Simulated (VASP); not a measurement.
MgO, 2 atoms in the cell. Symmetry: Fm-3m, No. 225, cubic system. Conventional cell: a = 4.204 Å, b = 4.204 Å, c = 4.204 Å, α = 90.00°, β = 90.00°, γ = 90.00°. Mg (site symmetry m-3m) has 6 O at 2.10 Å within 2.8 Å. Within 2.8 Å of O (site symmetry m-3m) lie 6 Mg at 2.10 Å. 

```yaml
Program: VASP 6.6.1
Task: single point
Functional: r2SCAN
Potentials_or_basis: VASP PAW PBE potentials, release 64 (Mg, O)
Cutoff: 520 eV
k_mesh: 6 × 6 × 6
Occupations: gaussian, width 0.01 eV
Spin: no spin polarisation
Dipole_correction: no
Further_INCAR_settings: ALGO = Normal; EDIFF = 1e-06; NBANDS = 11
```

Potentials or basis: VASP PAW PBE potentials, release 64 (Mg, O).

The run is started by

```sh
$ cat potpaw_PBE.64/Mg/POTCAR potpaw_PBE.64/O/POTCAR > POTCAR
$ cp INCAR.step1 INCAR
$ mpirun -np 1 vasp_std > vasp.out
$ cp INCAR.step2 INCAR
$ mpirun -np 1 vasp_std > vasp.out
```

Hardware: 1 thread of Intel(R) Xeon(R) 6975P-C (Granite Rapids) (shared host).

Estimate the wall time of this run.

Wall time 9.2 s on 1 thread of Intel(R) Xeon(R) 6975P-C (Granite Rapids) (shared host), peak memory 0.14 GiB. Counts: k points 16.
